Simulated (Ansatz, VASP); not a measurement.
**Two plane-wave programs on Co**

INCAR

```
SYSTEM = Co
PREC = Accurate
ENCUT = 520
EDIFF = 1E-7
ISMEAR = 0
SIGMA = 0.05
LREAL = .False.
LASPH = .True.
NELM = 150
ALGO = Fast
ISIF = 2
LWAVE = .False.
LCHARG = .False.
ISPIN = 2
MAGMOM = 1.5
LORBIT = 11
LMAXMIX = 4
GGA = PE
NBANDS = 14
```

KPOINTS

```
regular mesh
0
Gamma
  20 20 20
  0 0 0
```

File POSCAR:

```
Co
1.0
    0.0000000000      1.7708472648      1.7708472648
    1.7708472648      0.0000000000      1.7708472648
    1.7708472648      1.7708472648      0.0000000000
Co
1
Direct
    0.0000000000      0.0000000000      0.0000000000
```

Input for Ansatz:

```yaml
crystal:
  lattice:
    - [0.0, 1.7708472648, 1.7708472648]
    - [1.7708472648, 0.0, 1.7708472648]
    - [1.7708472648, 1.7708472648, 0.0]
  atoms:
    - { symbol: Co, position: [0.0, 0.0, 0.0], spin: 1.5 }
basis:
  ecutwfc: 420
  ecutrho_ratio: 4
kpoints:
  mp_grid: { grid: [20, 20, 20] }
hamiltonian:
  xc: pbe
scf:
  occupations: { method: gaussian, width: 0.05 }
output:
  forces: true
  stress: true
  eigenvalues: true
  populations: true
magnetization:
  spin_polarized: true
```

Alike in both runs: task single point; functional PBE; k mesh 20 × 20 × 20; occupations gaussian, width 0.05 eV; collinear spin.

|  | VASP | Ansatz |
| --- | --- | --- |
| version | VASP 6.6.1 | Ansatz 0.2.0 |
| potentials or method | VASP PAW PBE potentials, release 64 (Co), cutoff 520 eV | scalar-relativistic, plane waves, PAW |
| valence electrons in the cell | 9 | 17 |

VASP gave:

- gap on the k mesh at the Fermi level (eV): none
- pressure (GPa): -4.5
- net moment per atom (μB): 1.64
- size of the moment on the site where the two differ most (μB): 1.67

Q: Which values does Ansatz return?

A: gap on the k mesh at the Fermi level (eV): none; pressure (GPa): -3.8; net moment per atom (μB): 1.65; size of the moment on the site where the two differ most (μB): 1.72.

Site moments also hang on the region over which each program counts them. A gap of «none» marks a metal or a gap that the smearing closes. With one functional, cell and mesh, what is left measures potentials, basis and numerics. VASP's potentials hold 9 valence electrons a cell and Ansatz's 17, so a difference there can come from the potentials and not from the codes.
